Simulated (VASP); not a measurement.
Write the native input for VASP 6.6.1 that does the following.

```
Task                   : single point
Functional             : PBE
Dispersion             : D3(BJ)
Potentials or basis    : VASP PAW PBE potentials, release 64 (Ti_sv, O)
Cutoff                 : 520 eV
k mesh                 : 6 × 4 × 6
Occupations            : gaussian, width 0.1 eV
Spin                   : no spin polarisation
Dipole correction      : no
Further INCAR settings : ALGO = Normal; EDIFF = 1e-06; NBANDS = 33
```

The structure of TiO2 lies in POSCAR:

```
TiO2
1.0
    1.4925434475     -2.5883283745      0.0024056283
   -4.4030254301     -2.5398846334     -0.8887374476
   -0.7399601887      1.2939290973     -4.4988499914
Ti O
2 4
Direct
    0.4765596206      0.5122738412     -0.0468821970
    0.0234581708     -0.0122926504      0.0468863432
    0.1069535978      0.6316131608      0.2138625776
    0.6109158600      0.1355404369      0.2218200056
    0.3930437326      0.8683857186      0.7861507271
    0.8890690181      0.3644794929      0.7781625435
```

One way to write it, as run:

INCAR

```
PREC     = Accurate       # precision mode
ENCUT    = 520            # plane-wave cutoff, eV
EDIFF    = 1E-6           # SCF threshold, eV
ISMEAR   = 0              # smearing method
SIGMA    = 0.1            # smearing width, eV
LREAL    = False          # projectors in reciprocal space
LASPH    = True           # aspherical terms in the spheres
NELM     = 100            # most SCF steps
ALGO     = Normal         # electronic algorithm
ISIF     = 2              # what is computed and relaxed
LWAVE    = False          # write WAVECAR
LCHARG   = True           # write CHGCAR
GGA      = PE             # functional
IVDW     = 12             # dispersion correction
LELF     = True           # ELF
LVHAR    = True         
NBANDS   = 33             # bands
```

KPOINTS

```
Automatic mesh
0
Gamma
  6 4 6
```

Potentials or basis: VASP PAW PBE potentials, release 64 (Ti_sv, O).

Run with:

```console
$ cat potpaw_PBE.64/Ti_sv/POTCAR potpaw_PBE.64/O/POTCAR > POTCAR
$ mpirun -np 1 vasp_std > vasp.out
```

It gave:

```yaml
Pressure: 0.8 GPa
Largest_force: 0.082 eV/Å
Band_gap_on_the_k_mesh: 2.72 eV (least direct gap 2.75 eV)
Dispersion_energy_per_atom: -0.222 eV
```

Run time: 75 s on 1 thread of Intel(R) Xeon(R) 6975P-C (Granite Rapids), on a shared host, peak memory 0.27 GiB.
